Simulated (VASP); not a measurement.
# Au (Im-3m) in VASP: notebook

Au is run at these levels: PBEsol, PBE; tasks: single point.

Everything below comes from runs of VASP 6.6.1. Logs are shortened: lines on timing, memory, paths and dates and some standing lists are left out, and cuts for length are marked.

## (1) The cell of the first run

Symmetry: Im-3m, No. 229, cubic system. The conventional cell has a = 3.245 Å, b = 3.245 Å, c = 3.245 Å, α = 90.00°, β = 90.00°, γ = 90.00°. Au (site symmetry m-3m) has 14 Au at 2.81 to 3.25 Å within 3.7 Å.

## (2) Single point, PBEsol

Input file INCAR:

```
SYSTEM = Au
  PREC = Accurate
  ENCUT = 520
  EDIFF = 1E-7
  ISMEAR = -1
  SIGMA = 0.05
  LREAL = .False.
  LASPH = .True.
  NELM = 80
  ALGO = Normal
  ISIF = 2
  LWAVE = .False.
  LCHARG = .False.
  GGA = PS
  NBANDS = 12
```

Input file KPOINTS:

```
Automatic mesh
0
Gamma
  11 11 11
  0 0 0
```

Input file POSCAR:

```
Au
1.0
   -1.6225001912      1.6225001912      1.6225001912
    1.6225001912     -1.6225001912      1.6225001912
    1.6225001912      1.6225001912     -1.6225001912
Au
1
Direct
    0.0000000000      0.0000000000      0.0000000000
```

Potentials or basis: VASP PAW PBE potentials, release 64 (Au).

Launch:

```console
cat potpaw_PBE.64/Au/POTCAR > POTCAR
mpirun -np 1 vasp_std > vasp.out
```

OUTCAR:

```text
SYSTEM = Au
   PREC = Accurate
   ENCUT = 520
   EDIFF = 1E-7
   ISMEAR = -1
   LREAL = .False.
   LASPH = .True.
   NELM = 80
   ISIF = 2
   GGA = PS

 ion  position               nearest neighbor table
   1  0.000  0.000  0.000-

  LATTYP: Found a body centered cubic cell.
 ALAT       =     3.2450003824

  Lattice vectors:

 A1 = (  -1.6225001912,   1.6225001912,   1.6225001912)
 A2 = (   1.6225001912,  -1.6225001912,   1.6225001912)
 A3 = (   1.6225001912,   1.6225001912,  -1.6225001912)

Analysis of symmetry for initial positions (statically):
=====================================================================
 Subroutine PRICEL returns:
 Original cell was already a primitive cell.

 Routine SETGRP: Setting up the symmetry group for a
 body centered cubic supercell.

 Subroutine GETGRP returns: Found 48 space group operations
 (whereof 48 operations were pure point group operations)
 out of a pool of 48 trial point group operations.

The static configuration has the point symmetry O_h .

Analysis of symmetry for dynamics (positions and initial velocities):
=====================================================================
 Subroutine PRICEL returns:
 Original cell was already a primitive cell.

 Routine SETGRP: Setting up the symmetry group for a
 body centered cubic supercell.

 Subroutine GETGRP returns: Found 48 space group operations
 (whereof 48 operations were pure point group operations)
 out of a pool of 48 trial point group operations.

The dynamic configuration has the point symmetry O_h .

 Subroutine INISYM returns: Found 48 space group operations
 (whereof 48 operations are pure point group operations),
 and found     1 'primitive' translations

----------------------------------------------------------------------------------------

                                     Primitive cell

  volume of cell :      17.0850

  direct lattice vectors                    reciprocal lattice vectors
    -1.622500191  1.622500191  1.622500191     0.000000000  0.308166374  0.308166374
     1.622500191 -1.622500191  1.622500191     0.308166374  0.000000000  0.308166374
     1.622500191  1.622500191 -1.622500191     0.308166374  0.308166374  0.000000000

  length of vectors
     2.810252766  2.810252766  2.810252766     0.435813065  0.435813065  0.435813065

[... 76 lines left out ...]
   ENCUT  =  520.0 eV  38.22 Ry    6.18 a.u.   5.23  5.23  5.23*2*pi/ulx,y,z
   NELM   =     80;   NELMIN=  2; NELMDL= -5     # of ELM steps
   EDIFF  = 0.1E-06   stopping-criterion for ELM
   LREAL  =      F    real-space projection
   EDIFFG = 0.1E-05   stopping-criterion for IOM
   NSW    =      0    number of steps for IOM
   IBRION =     -1    ionic relax: 0-MD 1-quasi-New 2-CG
   NFREE  =      0    steps in history (QN), initial steepest desc. (CG)
   ISIF   =      2    stress and relaxation
   ISYM   =      2    0-nonsym 1-usesym 2-fastsym
   POTIM  = 0.5000    time-step for ionic-motion
   TEBEG  =    0.0;   TEEND  =   0.0 temperature during run
   PSTRESS=    0.0 pullay stress
   NELECT =      11.0000    total number of electrons
   NUPDOWN=      -1.0000    fix difference up-down
   EMIN   =  10.00;   EMAX   =-10.00  energy-range for DOS
   EFERMI =   0.00;   METHOD = LEGACY
   ISMEAR =    -1;   SIGMA  =   0.05  broadening in eV -4-tet -1-fermi 0-gaus
   EFERMI_NEDOS =   21; number of points for ismear=-14 and -15
   IALGO  =     38    algorithm
   IMIX   =      4    mixing-type and parameters
     AMIX     =   0.40;   BMIX     =  1.00
     AMIX_MAG =   1.60;   BMIX_MAG =  1.00
  volume/ion in A,a.u.               =      17.08       115.30
  Fermi-wavevector in a.u.,A,eV,Ry     =   1.413625  2.671364 27.189018  1.998336
  Thomas-Fermi vector in A             =   2.535251
   LORBIT       =      0    0 simple, 1 ext, 2 COOP (PROOUT), +10 PAW based schemes
   GGA     = PS    functional components
   LHFCALC =     F    Hartree Fock is set to
   AEXX    =    0.0000 exact exchange contribution
   IVDW    =     0    specifies the selected vdW correction
   LEPSILON=     F    determine dielectric tensor
   LRPA    =     F    only Hartree local field effects (RPA)
 non-spin polarized calculation
  energy-cutoff  :      520.00
  volume of cell :       17.08
 maximum number of plane-waves:       472
 NGX is ok and might be reduce to    24
   NGX = 11   NGY = 11   NGZ = 11

 number of electron      11.0000001 magnetization

 Free energy of the ion-electron system (eV)
  ---------------------------------------------------
  ext. energy  EPLUGINS =         0.00000000
  ---------------------------------------------------
  free energy    TOTEN  =        -3.89594496 eV

  energy without entropy =       -3.89047916  energy(sigma->0) =       -3.89321206

 E-fermi :   9.0833     XC(G=0): -12.8709

 val. band max:        9.0745467599   @ k =  -0.3636   0.3636   0.2727
 cond. band min:       9.1092415679   @ k =  -0.3636   0.4545   0.0909
 fundamental gap:      0.0346948080
 Fermi energy:         9.0833354184

 k-point     1 :       0.0000    0.0000    0.0000
  band No.  band energies     occupation
      1      -0.6464      2.00000
      2       4.3986      2.00000
      3       4.3986      2.00000
      4       4.3986      2.00000
      5       6.3414      2.00000
      6       6.3414      2.00000
      7      25.7344      0.00000
      8      25.7344      0.00000
      9      25.7344      0.00000
     10      33.5086      0.00000
     11      33.5086      0.00000
     12      33.5086      0.00000
[... 331 lines left out ...]
 k-point    24 :       0.3636    0.1818    0.0909
  band No.  band energies     occupation
      1       2.9241      2.00000
      2       3.4769      2.00000
      3       5.1474      2.00000
      4       6.4028      2.00000
      5       6.6033      2.00000
      6      12.3824      0.00000
      7      12.5324      0.00000
      8      18.2095      0.00000
      9      20.8253      0.00000
     10      31.3827      0.00000
     11      33.0013      0.00000
     12      35.2802      0.00000

 [... further k-points ...]
[... 5 lines left out ...]
  --------------------------------------------------------------------------------------
  -------------------------------------------------------------------------------------
  Total       -0.0264514     -0.0264514     -0.0264514     -0.0000000     -0.0000000      0.0000000
  in kB       -2.4805307     -2.4805307     -2.4805307     -0.0000000     -0.0000000      0.0000000
  external PRESSURE =      -2.4805307 kB  Pullay stress =       0.0000000 kB

 VOLUME and BASIS-vectors are now :
 -----------------------------------------------------------------------------
  energy-cutoff  :      520.00
  volume of cell :       17.08
      direct lattice vectors                 reciprocal lattice vectors
    -1.622500191  1.622500191  1.622500191     0.000000000  0.308166374  0.308166374
     1.622500191 -1.622500191  1.622500191     0.308166374  0.000000000  0.308166374
     1.622500191  1.622500191 -1.622500191     0.308166374  0.308166374  0.000000000

 POSITION                                       TOTAL-FORCE (eV/Angst)
 -----------------------------------------------------------------------------------
      0.00000      0.00000      0.00000         0.000000      0.000000     -0.000000
 -----------------------------------------------------------------------------------
    total drift:                               -0.000000      0.000000      0.000000

  FREE ENERGIE OF THE ION-ELECTRON SYSTEM (eV)
  ---------------------------------------------------
  free  energy   TOTEN  =        -3.8959449573 eV

  energy  without entropy=       -3.8904791562  energy(sigma->0) =       -3.89321206
```

OSZICAR:

```text
N       E                     dE             d eps       ncg     rms          rms(c)
DAV:   1     0.486322070275E+02    0.48632E+02   -0.55009E+03  1392   0.807E+02
DAV:   2    -0.356291351631E+01   -0.52195E+02   -0.48923E+02  1632   0.184E+02
DAV:   3    -0.424252563182E+01   -0.67961E+00   -0.67914E+00  1568   0.202E+01
DAV:   4    -0.424476790419E+01   -0.22423E-02   -0.22422E-02  1548   0.136E+00
DAV:   5    -0.424478381334E+01   -0.15909E-04   -0.15911E-04  1568   0.109E-01    0.923E+00
DAV:   6    -0.392087440268E+01    0.32391E+00   -0.91345E-01  1484   0.752E+00    0.579E+00
DAV:   7    -0.389906349120E+01    0.21811E-01   -0.66568E-02  1548   0.202E+00    0.290E+00
DAV:   8    -0.389595863782E+01    0.31049E-02   -0.15126E-03  1528   0.362E-01    0.296E-01
DAV:   9    -0.389594152154E+01    0.17116E-04   -0.10024E-05  1488   0.289E-02    0.144E-02
DAV:  10    -0.389594496163E+01   -0.34401E-05   -0.11649E-06  1548   0.873E-03    0.356E-03
DAV:  11    -0.389594495729E+01    0.43442E-08   -0.57767E-08   976   0.194E-03
   1 F= -.38959450E+01 E0= -.38932121E+01  d E =-.546580E-02
```

It took 5.7 s on 1 thread of Intel Xeon 6455B, shared host; peak memory 0.14 GiB.

Results:

| Quantity | Value |
| --- | --- |
| Free energy | -3.8959 eV |
| Pressure | -0.2 GPa |

Caveat: the PAW data sets were made with another functional, which shifts forces and pressure a little; spin-orbit coupling is left out, which moves the levels of the heavy elements.

## (3) Single point, PBE

This run uses another cell than the first one, of 18.21 Å³/atom, 1.066 times its volume.

Input file INCAR:

```
ALGO = Fast
EDIFF = 1E-6
ENCUT = 520
GGA = PE
ISIF = 2
ISMEAR = 0
LASPH = T
LCHARG = F
LREAL = F
LWAVE = F
NBANDS = 12
NELM = 100
PREC = Accurate
SIGMA = 0.011
```

Input file KPOINTS:

```
k-points
0
Gamma
  11 11 11
```

Input file POSCAR:

```
Au
1.0
   -1.6572690000      1.6572690000      1.6572690000
    1.6572690000     -1.6572690000      1.6572690000
    1.6572690000      1.6572690000     -1.6572690000
Au
1
Direct
    0.0000000000      0.0000000000      0.0000000000
```

Potentials or basis: VASP PAW PBE potentials, release 64 (Au).

Launch:

```console
cat potpaw_PBE.64/Au/POTCAR > POTCAR
mpirun -np 1 vasp_std > vasp.out
```

Wall time 7.3 s (1 thread of Intel Xeon 6455B, shared host); peak memory 0.14 GiB.

It converged, with:

```yaml
Free_energy: -3.1920 eV
Pressure: -1.0 GPa
```

Levels at points of the mesh, in eV from the Fermi level:
```
           k point  band 2  band 3  band 4  band 5  band 6  band 7  band 8  band 9  band 10  band 11
(0.00, 0.00, 0.00)   -4.40   -4.40   -4.40   -2.66   -2.66   16.61   16.61   16.61    23.27    23.27
```

Caveat: spin-orbit coupling is left out, which moves the levels of the heavy elements.

## (4) Single point, PBE

This run uses another cell than the first one, of 18.21 Å³/atom, 1.066 times its volume.

Input file INCAR:

```
SYSTEM = Au
ALGO = Normal
EDIFF = 1E-7
ENCUT = 520
GGA = PE
ISIF = 2
ISMEAR = -1
LASPH = .TRUE.
LCHARG = .FALSE.
LREAL = .FALSE.
LWAVE = .FALSE.
NBANDS = 12
NELM = 80
PREC = Accurate
SIGMA = 0.05
```

Input file KPOINTS:

```
k-points
0
G
  11 11 11
  0 0 0
```

POSCAR is that of step 3.

Launch:

```console
cat potpaw_PBE.64/Au/POTCAR > POTCAR
mpirun -np 1 vasp_std > vasp.out
```

Run time: 6.6 s. Hardware: 1 thread of Intel Xeon 6455B, shared host; peak memory 0.15 GiB.

Results (log left out):

```
Free energy : -3.1966 eV
Pressure    : -1.1 GPa
```

Levels at points of the mesh, in eV from the Fermi level:
```csv
k point,band 4,band 5,band 6,band 7,band 8,band 9
"(0.00, 0.00, 0.00)",-4.40,-2.66,-2.66,16.61,16.61,16.61
```

Caveat: spin-orbit coupling is left out, which moves the levels of the heavy elements.

## (5) Overview

```csv
level,cell,smearing,gap on the mesh (eV),pressure (GPa)
PBEsol,"a = 2.810 Å, angles 109.5°, 1 atom",fermi-dirac 0.05 eV,none,-0.2
PBE,"a = 2.870 Å, angles 109.5°, 1 atom",gaussian 0.011 eV,none,-1.0
PBE,"a = 2.870 Å, angles 109.5°, 1 atom",fermi-dirac 0.05 eV,none,-1.1
```

Alike in all rows: task single point; potentials or basis VASP PAW PBE potentials, release 64 (Au); no spin polarisation; k mesh 11 × 11 × 11; cutoff (eV) 520.

Caveats: spin-orbit coupling is left out, which moves the levels of the heavy elements; the PAW data sets were made with another functional, which shifts forces and pressure a little (some runs).

Absolute energies hang on the potentials; compare differences alone.
